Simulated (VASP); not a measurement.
# CoSn (P6/mmm) in VASP: a series of runs

The runs below take CoSn through single point, with PBEsol.

Program: VASP 6.6.1. These are calculated values, not measurements. Logs are shortened: lines on timing, memory, paths and dates and some standing lists are left out, and cuts for length are marked.

## Step 1: The cell of the first run

It takes space group P6/mmm (No. 191, hexagonal). Conventional cell: a = 5.011 Å, b = 5.011 Å, c = 4.269 Å, α = 90.00°, β = 90.00°, γ = 120.00°. Within 3.3 Å of Co (site symmetry mmm) lie 4 Co at 2.51 Å and 6 Sn at 2.51 to 2.58 Å. Within 3.4 Å of Sn (site symmetry -6m2) lie 6 Co at 2.58 Å and 3 Sn at 2.89 Å. Within 3.3 Å of Sn (site symmetry 6/mmm) lie 6 Co at 2.51 Å.

## Step 2: Single point, PBEsol (biaxial strain in the a-b plane: -4.0 %)

INCAR

```
SYSTEM = CoSn
PREC     = Accurate       ! precision mode
ENCUT    = 520            ! plane-wave cutoff, eV
EDIFF    = 1E-7           ! SCF threshold, eV
ISMEAR   = 0              ! smearing method
SIGMA    = 0.1            ! smearing width, eV
LREAL    = .False.        ! projectors in reciprocal space
LASPH    = .True.         ! aspherical terms in the spheres
NELM     = 100            ! most SCF steps
ALGO     = Fast           ! electronic algorithm
ISIF     = 2              ! what is computed and relaxed
LWAVE    = .False.        ! write WAVECAR
LCHARG   = .False.        ! write CHGCAR
GGA      = PS             ! functional
NBANDS   = 44             ! bands
```

KPOINTS

```
Automatic mesh
0
Gamma
  12 12 8
  0 0 0
```

POSCAR

```
CoSn
1.0
    5.0109271822      0.0000000000      0.0000000000
   -2.5054635911      4.3395902363      0.0000000000
    0.0000000000      0.0000000000      4.2685152126
Co Sn
3 3
Direct
    0.0000000000      0.5000000000      0.0000000000
    0.5000000000      0.5000000000      0.0000000000
    0.5000000000      0.0000000000      0.0000000000
    0.6666666667      0.3333333333      0.5000000000
    0.3333333333      0.6666666667      0.5000000000
    0.0000000000      0.0000000000      0.0000000000
```

Potentials or basis: VASP PAW PBE potentials, release 64 (Co, Sn_d).

Command:

```sh
$ cat potpaw_PBE.64/Co/POTCAR potpaw_PBE.64/Sn_d/POTCAR > POTCAR
$ mpirun -np 1 vasp_std > vasp.out
```

OUTCAR:

```text
SYSTEM = CoSn
   PREC = Accurate
   ENCUT = 520
   EDIFF = 1E-7
   ISMEAR = 0
   LREAL = .False.
   LASPH = .True.
   NELM = 100
   ISIF = 2
   GGA = PS

 ion  position               nearest neighbor table
   1  0.000  0.500  0.000-   2 2.51   2 2.51   6 2.51   6 2.51   3 2.51   3 2.51   5 2.58   5 2.58
                             4 2.58   4 2.58
   2  0.500  0.500  0.000-   1 2.51   1 2.51   6 2.51   3 2.51   3 2.51   6 2.51   5 2.58   5 2.58
                             4 2.58   4 2.58
   3  0.500  0.000  0.000-   6 2.51   6 2.51   1 2.51   2 2.51   2 2.51   1 2.51   5 2.58   5 2.58
                             4 2.58   4 2.58
   4  0.667  0.333  0.500-   1 2.58   1 2.58   3 2.58   3 2.58   2 2.58   2 2.58   5 2.89   5 2.89
                             5 2.89   6 3.60   6 3.60   6 3.60   6 3.60   6 3.60   6 3.60
   5  0.333  0.667  0.500-   1 2.58   1 2.58   3 2.58   3 2.58   2 2.58   2 2.58   4 2.89   4 2.89
                             4 2.89   6 3.60   6 3.60   6 3.60   6 3.60   6 3.60   6 3.60
   6  0.000  0.000  0.000-   3 2.51   3 2.51   1 2.51   1 2.51   2 2.51   2 2.51   5 3.60   4 3.60
                             5 3.60   4 3.60   4 3.60   5 3.60   5 3.60   4 3.60   5 3.60   5 3.60

  LATTYP: Found a hexagonal cell.
 ALAT       =     5.0109271822
 C/A-ratio  =     0.8518413973

  Lattice vectors:

 A1 = (   5.0109271822,   0.0000000000,   0.0000000000)
 A2 = (  -2.5054635911,   4.3395902363,   0.0000000000)
 A3 = (   0.0000000000,   0.0000000000,   4.2685152126)

Analysis of symmetry for initial positions (statically):
=====================================================================
 Subroutine PRICEL returns:
 Original cell was already a primitive cell.

 Routine SETGRP: Setting up the symmetry group for a
 hexagonal supercell.

 Subroutine GETGRP returns: Found 24 space group operations
 (whereof 24 operations were pure point group operations)
 out of a pool of 24 trial point group operations.

The static configuration has the point symmetry D_6h.

Analysis of symmetry for dynamics (positions and initial velocities):
=====================================================================
 Subroutine PRICEL returns:
 Original cell was already a primitive cell.

 Routine SETGRP: Setting up the symmetry group for a
 hexagonal supercell.

 Subroutine GETGRP returns: Found 24 space group operations
 (whereof 24 operations were pure point group operations)
 out of a pool of 24 trial point group operations.

The dynamic configuration has the point symmetry D_6h.

 Subroutine INISYM returns: Found 24 space group operations
 (whereof 24 operations are pure point group operations),
 and found     1 'primitive' translations

----------------------------------------------------------------------------------------

                                     Primitive cell

  volume of cell :      92.8204

  direct lattice vectors                    reciprocal lattice vectors
     5.010927182  0.000000000  0.000000000     0.199563866  0.115218252  0.000000000
    -2.505463591  4.339590236  0.000000000     0.000000000  0.230436503  0.000000000
     0.000000000  0.000000000  4.268515213     0.000000000  0.000000000  0.234273500

  length of vectors
     5.010927182  5.010927182  4.268515213     0.230436503  0.230436503  0.234273500

  position of ions in fractional coordinates (direct lattice)
     0.000000000  0.500000000  0.000000000
     0.500000000  0.500000000  0.000000000
     0.500000000  0.000000000  0.000000000
     0.666666667  0.333333333  0.500000000
     0.333333333  0.666666667  0.500000000
     0.000000000  0.000000000  0.000000000

  ion indices of the primitive-cell ions
   primitive index   ion index
                 1           1
                 2           2
                 3           3
                 4           4
                 5           5
                 6           6

----------------------------------------------------------------------------------------

 KPOINTS: Automatic mesh

Automatic generation of k-mesh.
 Grid dimensions read from file:
 generate k-points for:   12   12    8

 Generating k-lattice:

  Cartesian coordinates                     Fractional coordinates (reciprocal lattice)
     0.016630322  0.009601521  0.000000000     0.083333333 -0.000000000  0.000000000
     0.000000000  0.019203042  0.000000000     0.000000000  0.083333333  0.000000000
     0.000000000  0.000000000  0.029284188     0.000000000  0.000000000  0.125000000

  Length of vectors
     0.019203042  0.019203042  0.029284188

  Shift w.r.t. Gamma in fractional coordinates (k-lattice)
     0.000000000  0.000000000  0.000000000

 Subroutine IBZKPT returns following result:
 ===========================================

 Found     95 irreducible k-points:

 Following reciprocal coordinates:
            Coordinates               Weight
  0.000000  0.000000  0.000000      1.000000
  0.083333  0.000000  0.000000      6.000000
[... 34 lines left out ...]
   POTIM  = 0.5000    time-step for ionic-motion
   TEBEG  =    0.0;   TEEND  =   0.0 temperature during run
   PSTRESS=    0.0 pullay stress
   NELECT =      69.0000    total number of electrons
   NUPDOWN=      -1.0000    fix difference up-down
   EMIN   =  10.00;   EMAX   =-10.00  energy-range for DOS
   EFERMI =   0.00;   METHOD = LEGACY
   ISMEAR =     0;   SIGMA  =   0.10  broadening in eV -4-tet -1-fermi 0-gaus
   EFERMI_NEDOS =   21; number of points for ismear=-14 and -15
   IALGO  =     68    algorithm
   IMIX   =      4    mixing-type and parameters
     AMIX     =   0.40;   BMIX     =  1.00
     AMIX_MAG =   1.60;   BMIX_MAG =  1.00
  volume/ion in A,a.u.               =      15.47       104.40
  Fermi-wavevector in a.u.,A,eV,Ry     =   1.483007  2.802478 29.923441  2.199311
  Thomas-Fermi vector in A             =   2.596723
   LORBIT       =      0    0 simple, 1 ext, 2 COOP (PROOUT), +10 PAW based schemes
   GGA     = PS    functional components
   LHFCALC =     F    Hartree Fock is set to
   AEXX    =    0.0000 exact exchange contribution
   IVDW    =     0    specifies the selected vdW correction
   LEPSILON=     F    determine dielectric tensor
   LRPA    =     F    only Hartree local field effects (RPA)
 non-spin polarized calculation
 RMM-DIIS sequential band-by-band and
 Gauss-broadening in eV      SIGMA  =   0.10
  energy-cutoff  :      520.00
  volume of cell :       92.82
 maximum number of plane-waves:      2532
 NGX is ok and might be reduce to    40
   NGX = 19   NGY = 19   NGZ = 15

 number of electron      69.0000007 magnetization

 Free energy of the ion-electron system (eV)
  ---------------------------------------------------
  ext. energy  EPLUGINS =         0.00000000
  ---------------------------------------------------
  free energy    TOTEN  =       -36.61484544 eV

  energy without entropy =      -36.58993413  energy(sigma->0) =      -36.60238978

 E-fermi :  11.0571     XC(G=0): -12.4037

 val. band max:       11.0566775593   @ k =   0.4167   0.0833   0.5000
 cond. band min:      11.0709261284   @ k =   0.3333   0.1667   0.2500
 fundamental gap:      0.0142485691
 Fermi energy:        11.0570898924

 k-point     1 :       0.0000    0.0000    0.0000
  band No.  band energies     occupation
      1     -10.3811      2.00000
      2     -10.3811      2.00000
      3     -10.3319      2.00000
      4     -10.2553      2.00000
      5     -10.2503      2.00000
      6     -10.2503      2.00000
[... 36 lines left out ...]
     43      17.1162      0.00000
     44      17.5990      0.00000

 k-point     2 :       0.0833    0.0000    0.0000
  band No.  band energies     occupation
      1     -10.3911      2.00000
      2     -10.3874      2.00000
      3     -10.3308      2.00000
      4     -10.2633      2.00000
      5     -10.2569      2.00000
      6     -10.2542      2.00000
[... 36 lines left out ...]
     43      16.9327      0.00000
     44      16.9589      0.00000

 k-point     3 :       0.1667    0.0000    0.0000
  band No.  band energies     occupation
      1     -10.4141      2.00000
      2     -10.4047      2.00000
      3     -10.3268      2.00000
      4     -10.2732      2.00000
      5     -10.2696      2.00000
      6     -10.2588      2.00000
[... 976 lines left out ...]
     43      15.9579      0.00000
     44      17.7464      0.00000

 k-point    24 :       0.3333    0.0000    0.1250
  band No.  band energies     occupation
      1     -10.4608      2.00000
      2     -10.4470      2.00000
      3     -10.3092      2.00000
      4     -10.2912      2.00000
      5     -10.2813      2.00000
      6     -10.2486      2.00000
[... 36 lines left out ...]
     43      16.3255      0.00000
     44      17.9276      0.00000

 [... further k-points ...]

------------------------ aborting loop because EDIFF is reached ----------------------------------------

  FORCE on cell =-STRESS in cart. coord.  units (eV):
  Direction    XX          YY          ZZ          XY          YZ          ZX
  --------------------------------------------------------------------------------------
  -------------------------------------------------------------------------------------
  Total        9.2186574      9.2186574     -0.3329367      0.0000000      0.0000000     -0.0000000
  in kB      159.1236049    159.1236049     -5.7468339      0.0000000      0.0000000     -0.0000000
  external PRESSURE =     104.1667920 kB  Pullay stress =       0.0000000 kB

 VOLUME and BASIS-vectors are now :
 -----------------------------------------------------------------------------
  energy-cutoff  :      520.00
  volume of cell :       92.82
      direct lattice vectors                 reciprocal lattice vectors
     5.010927182  0.000000000  0.000000000     0.199563866  0.115218252  0.000000000
    -2.505463591  4.339590236  0.000000000     0.000000000  0.230436503  0.000000000
     0.000000000  0.000000000  4.268515213     0.000000000  0.000000000  0.234273500

 POSITION                                       TOTAL-FORCE (eV/Angst)
 -----------------------------------------------------------------------------------
     -1.25273      2.16980      0.00000        -0.000000      0.000000      0.000000
      1.25273      2.16980      0.00000        -0.000000      0.000000      0.000000
      2.50546      0.00000      0.00000        -0.000000      0.000000      0.000000
      2.50546      1.44653      2.13426        -0.000000      0.000000      0.000000
     -0.00000      2.89306      2.13426         0.000000     -0.000000      0.000000
      0.00000      0.00000      0.00000        -0.000000      0.000000      0.000000
 -----------------------------------------------------------------------------------
    total drift:                               -0.000000      0.000000     -0.000000

  FREE ENERGIE OF THE ION-ELECTRON SYSTEM (eV)
  ---------------------------------------------------
  free  energy   TOTEN  =       -36.6148454391 eV

  energy  without entropy=      -36.5899341260  energy(sigma->0) =      -36.60238978
```

It took 8.8 min on 1 thread of Intel Xeon 8259CL, shared host; peak memory 0.44 GiB.

Results:

* Free energy: -36.6148 eV
* Pressure: 10.4 GPa
* Band gap on the k mesh: zero (an odd number of electrons rules out a gap without spin polarisation)

Stress tensor (GPa, compression positive):
```
15.91  0.00  0.00
 0.00 15.91  0.00
 0.00  0.00 -0.57
```

Caveat: the cell differs from its parent crystal (biaxial strain in the a-b plane: -4.0 %); the stress differs along the axes, from -1 to 16 GPa; the PAW data sets were made with another functional, which shifts forces and pressure a little; spin-orbit coupling is left out, which moves the levels of the heavy elements; the run has no spin polarisation, though such a crystal can be magnetic. Spin polarisation is off, so any magnetic state and its effect on volume and gap are missing.

## Step 3: Single point, PBEsol (biaxial strain in the a-b plane: -2.0 %, then relaxed in part)

INCAR

```
PREC = Accurate
ENCUT = 520
EDIFF = 1E-6
ISMEAR = 0
SIGMA = 0.1
LREAL = F
LASPH = T
NELM = 100
ALGO = Fast
ISIF = 2
LWAVE = F
LCHARG = F
GGA = PS
NBANDS = 44
```

KPOINTS

```
regular mesh
0
Gamma
  12 12 8
```

Edit POSCAR of step 2 so:

```diff
@@ -2,5 +2,5 @@
 1.0
-    5.0109271822      0.0000000000      0.0000000000
-   -2.5054635911      4.3395902363      0.0000000000
-    0.0000000000      0.0000000000      4.2685152126
+    5.1153214985      0.0000000000      0.0000000000
+   -2.5576607492      4.4299983662      0.0000000000
+    0.0000000000      0.0000000000      4.2125385875
 Co Sn
```

Potentials or basis: VASP PAW PBE potentials, release 64 (Co, Sn_d).

Command:

```sh
$ cat potpaw_PBE.64/Co/POTCAR potpaw_PBE.64/Sn_d/POTCAR > POTCAR
$ mpirun -np 1 vasp_std > vasp.out
```

Wall time 10 min (1 thread of Intel Xeon 8259CL, shared host); peak memory 0.45 GiB.

Results (log left out):

```yaml
Free_energy: -36.8948 eV
Pressure: 4.7 GPa
Band_gap_on_the_k_mesh: zero (an odd number of electrons rules out a gap without spin polarisation)
```

Stress tensor (GPa, compression positive):
```
 7.16  0.00  0.00
 0.00  7.16  0.00
 0.00  0.00 -0.14
```

Levels at points of the mesh, in eV from the Fermi level:
```csv
k point,band 32,band 33,band 34,band 35,band 36,band 37
"(0.00, 0.00, 0.00)",-0.41,-0.34,-0.34,0.65,0.83,1.51
"(0.50, 0.00, 0.00)",-0.39,-0.36,0.85,0.96,1.80,1.80
"(0.00, 0.00, 0.50)",-0.48,-0.42,-0.42,-0.36,-0.36,-0.08
"(0.50, 0.00, 0.50)",-0.74,-0.46,-0.44,-0.38,-0.05,0.49
```

Caveat: the cell differs from its parent crystal (biaxial strain in the a-b plane: -2.0 %, then relaxed in part); the stress differs along the axes, from -0 to 7 GPa; the PAW data sets were made with another functional, which shifts forces and pressure a little; spin-orbit coupling is left out, which moves the levels of the heavy elements; the run has no spin polarisation, though such a crystal can be magnetic. Spin polarisation is off, so any magnetic state and its effect on volume and gap are missing.

## Step 4: Single point, PBEsol (biaxial strain in the a-b plane: -2.0 %)

INCAR

```
  PREC = Accurate
  ENCUT = 520
  EDIFF = 1E-6
  ISMEAR = 0
  SIGMA = 0.1
  LREAL = F
  LASPH = T
  NELM = 60
  ALGO = Fast
  ISIF = 2
  LWAVE = F
  LCHARG = F
  GGA = PS
  NBANDS = 44
```

KPOINTS

```
Automatic mesh
0
Gamma
  12 12 8
```

Edit POSCAR of step 3 so:

```diff
@@ -4,3 +4,3 @@
    -2.5576607492      4.4299983662      0.0000000000
-    0.0000000000      0.0000000000      4.2125385875
+    0.0000000000      0.0000000000      4.2184935500
 Co Sn
```

Command:

```sh
$ cat potpaw_PBE.64/Co/POTCAR potpaw_PBE.64/Sn_d/POTCAR > POTCAR
$ mpirun -np 1 vasp_std > vasp.out
```

Wall time 11 min (1 thread of Intel Xeon 8259CL, shared host); peak memory 0.45 GiB.

The run converged. Its results:

* Free energy: -36.8946 eV
* Pressure: 4.5 GPa
* Band gap on the k mesh: zero (an odd number of electrons rules out a gap without spin polarisation)

Stress tensor (GPa, compression positive):
```
 7.05  0.00  0.00
 0.00  7.05  0.00
 0.00  0.00 -0.55
```

Levels at points of the mesh, in eV from the Fermi level:
```tsv
k point	band 32	band 33	band 34	band 35	band 36	band 37
(0.00, 0.00, 0.00)	-0.41	-0.34	-0.34	0.65	0.82	1.51
(0.50, 0.00, 0.00)	-0.39	-0.36	0.85	0.95	1.79	1.79
(0.00, 0.00, 0.50)	-0.48	-0.42	-0.42	-0.36	-0.36	-0.07
(0.50, 0.00, 0.50)	-0.74	-0.46	-0.44	-0.37	-0.05	0.49
```

Caveat: the cell differs from its parent crystal (biaxial strain in the a-b plane: -2.0 %); the stress differs along the axes, from -1 to 7 GPa; the PAW data sets were made with another functional, which shifts forces and pressure a little; spin-orbit coupling is left out, which moves the levels of the heavy elements; the run has no spin polarisation, though such a crystal can be magnetic. Spin polarisation is off, so any magnetic state and its effect on volume and gap are missing.

## Step 5: Single point, PBEsol (equal strain along all axes, cell held: +2.0 %)

INCAR

```
PREC = Accurate
ENCUT = 520
EDIFF = 1E-6
ISMEAR = 0
SIGMA = 0.1
LREAL = False
LASPH = True
NELM = 60
ALGO = Fast
ISIF = 2
LWAVE = False
LCHARG = False
GGA = PS
NBANDS = 44
```

KPOINTS is that of step 4.

Edit POSCAR of step 4 so:

```diff
@@ -2,5 +2,5 @@
 1.0
-    5.1153214985      0.0000000000      0.0000000000
-   -2.5576607492      4.4299983662      0.0000000000
-    0.0000000000      0.0000000000      4.2184935500
+    5.3241101287      0.0000000000      0.0000000000
+   -2.6620550643      4.6108146240      0.0000000000
+    0.0000000000      0.0000000000      4.2518413235
 Co Sn
```

Command:

```sh
$ cat potpaw_PBE.64/Co/POTCAR potpaw_PBE.64/Sn_d/POTCAR > POTCAR
$ mpirun -np 1 vasp_std > vasp.out
```

Wall time 7.9 min (1 thread of AMD EPYC 9755, shared host); peak memory 0.42 GiB.

It converged, with:

| Item | Value |
| --- | --- |
| Free energy | -36.8318 eV |
| Pressure | -7.5 GPa |
| Band gap on the k mesh | zero (an odd number of electrons rules out a gap without spin polarisation) |

Stress tensor (GPa, compression positive):
```
-7.50  0.00  0.00
 0.00 -7.50  0.00
 0.00  0.00 -7.59
```

Levels at points of the mesh, in eV from the Fermi level:
| k point | band 30 | band 31 | band 32 | band 33 | band 34 | band 35 | band 36 | band 37 | band 38 | band 39 |
| --- | --- | --- | --- | --- | --- | --- | --- | --- | --- | --- |
| (0.00, 0.00, 0.00) | -0.40 | -0.40 | -0.40 | -0.38 | -0.38 | 0.48 | 0.55 | 1.32 | 1.32 | 2.85 |
| (0.50, 0.00, 0.00) | -0.88 | -0.60 | -0.39 | -0.39 | 0.69 | 0.99 | 1.58 | 1.77 | 2.35 | 3.23 |
| (0.00, 0.00, 0.50) | -0.90 | -0.90 | -0.46 | -0.46 | -0.45 | -0.36 | -0.36 | -0.13 | 0.48 | 1.13 |
| (0.50, 0.00, 0.50) | -1.16 | -0.91 | -0.65 | -0.46 | -0.39 | -0.37 | -0.13 | 0.43 | 1.21 | 3.82 |

Caveat: the cell differs from its parent crystal (equal strain along all axes, cell held: +2.0 %); the cell stands under tension; the PAW data sets were made with another functional, which shifts forces and pressure a little; spin-orbit coupling is left out, which moves the levels of the heavy elements; the run has no spin polarisation, though such a crystal can be magnetic.

## Step 6: Overview

| cell | further INCAR settings | gap on the mesh (eV) | pressure (GPa) |
| --- | --- | --- | --- |
| a = 5.011, b = 5.011, c = 4.269 Å, angles 90.0, 90.0, 120.0°, 6 atoms | ALGO = Fast; EDIFF = 1e-07; NBANDS = 44 | none | 10.4 |
| a = 5.115, b = 5.115, c = 4.213 Å, angles 90.0, 90.0, 120.0°, 6 atoms | ALGO = Fast; EDIFF = 1e-06; NBANDS = 44 | none | 4.7 |
| a = 5.115, b = 5.115, c = 4.218 Å, angles 90.0, 90.0, 120.0°, 6 atoms | ALGO = Fast; EDIFF = 1e-06; NBANDS = 44 | none | 4.5 |
| a = 5.324, b = 5.324, c = 4.252 Å, angles 90.0, 90.0, 120.0°, 6 atoms | ALGO = Fast; EDIFF = 1e-06; NBANDS = 44 | none | -7.5 |

Alike in all rows: task single point; level PBEsol; potentials or basis VASP PAW PBE potentials, release 64 (Co, Sn_d); no spin polarisation; k mesh 12 × 12 × 8; cutoff (eV) 520; smearing gaussian 0.1 eV.

Caveats: the PAW data sets were made with another functional, which shifts forces and pressure a little; spin-orbit coupling is left out, which moves the levels of the heavy elements; the run has no spin polarisation, though such a crystal can be magnetic; the stress differs along the axes, from -1 to 16 GPa (at least some runs); the stress differs along the axes, from -0 to 7 GPa (at least some runs); the stress differs along the axes, from -1 to 7 GPa (at least some runs); the cell stands under tension (at least some runs).

Absolute energies hang on the potentials; compare differences alone.

The gap in the log of VASP goes by the Fermi energy; the results here count the filled bands.